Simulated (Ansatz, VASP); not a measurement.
# One calculation of Cu, two programs

```
Cu
1.0
     2.59082    0.00000    0.00000
    -1.29541    2.24371    0.00000
     0.00000    0.00000    7.78997
Cu
4
Direct
  0.00000 0.00000 0.00000
  0.33333 0.66667 0.25000
  0.00000 0.00000 0.50000
  0.66667 0.33333 0.75000
```

Alike in both runs: task single point; functional PBEsol; k mesh 24 × 24 × 8; occupations gaussian, width 0.15 eV; no spin polarisation.

|  | VASP | Ansatz |
| --- | --- | --- |
| version | VASP 6.6.1 | Ansatz 0.2.0 |
| potentials or method | VASP PAW PBE potentials, release 64 (Cu), cutoff 520 eV | scalar-relativistic, plane waves, PAW |
| valence electrons in the cell | 44 | 76 |

Ansatz gave:

| Property | Result |
| --- | --- |
| gap on the k mesh at the Fermi level (eV) | none |
| pressure (GPa) | 1.2 |
| traceless stress, the component that is largest in VASP (GPa) | 9.88 |

Task: What did VASP give for the same quantities?

Result: gap on the k mesh at the Fermi level (eV): none; pressure (GPa): 2.0; traceless stress, the component that is largest in VASP (GPa): 9.82.

VASP's potentials were made for PBE, not for PBEsol. A gap of «none» marks a metal or a gap that the smearing closes. With one functional, cell and mesh, what is left measures potentials, basis and numerics. VASP's potentials hold 44 valence electrons a cell and Ansatz's 76, so a difference there can come from the potentials and not from the codes.
